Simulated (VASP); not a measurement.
A run of VASP 6.6.1 is set up as follows.

File INCAR:

```
ALGO = Normal ; EDIFF = 1E-6
ENCUT = 520 ; GGA = PS
ISIF = 2 ; ISMEAR = -1
LASPH = T ; LCHARG = T
LELF = T ; LREAL = F
LVHAR = T ; LWAVE = F
NBANDS = 51 ; NELM = 100
PREC = Accurate ; SIGMA = 0.02
```

The input KPOINTS:

```
k-points
0
Gamma
  7 5 1
```

File POSCAR:

```
Ge
1.0
    4.0132604633      0.0000000000      0.0000000000
    0.0000000000      5.6756073765      0.0000000000
    0.0000000000      0.0000000000     20.0133000000
Ge
6
Direct
    0.7500000000      0.1188416350      0.4013984789
    0.2500000000      0.8811583650      0.4013984789
    0.2500000000      0.6247318786      0.5000000002
    0.7500000000      0.3752681214      0.5000000002
    0.7500000000      0.1188416345      0.5986015208
    0.2500000000      0.8811583655      0.5986015208
```

Potentials or basis: VASP PAW PBE potentials, release 64 (Ge_d).

Command:

```sh
$ cat potpaw_PBE.64/Ge_d/POTCAR > POTCAR
$ mpirun -np 1 vasp_std > vasp.out
```

Q: Predict the band gap on the k mesh.

A: Zero (bands 42 and 43 overlap by 0.31 eV).

Q: Estimate the largest force.

A: 0.004 eV/Å.

Forces on the atoms (eV/Å):
```
Ge   0.000  0.001 -0.001
Ge   0.000 -0.001 -0.001
Ge   0.000 -0.004  0.000
Ge   0.000  0.004  0.000
Ge   0.000  0.001  0.001
Ge   0.000 -0.001  0.001
```

Caveat: there is no dipole correction, which matters where the two faces differ; the PAW data sets were made with another functional, which shifts forces and pressure a little.
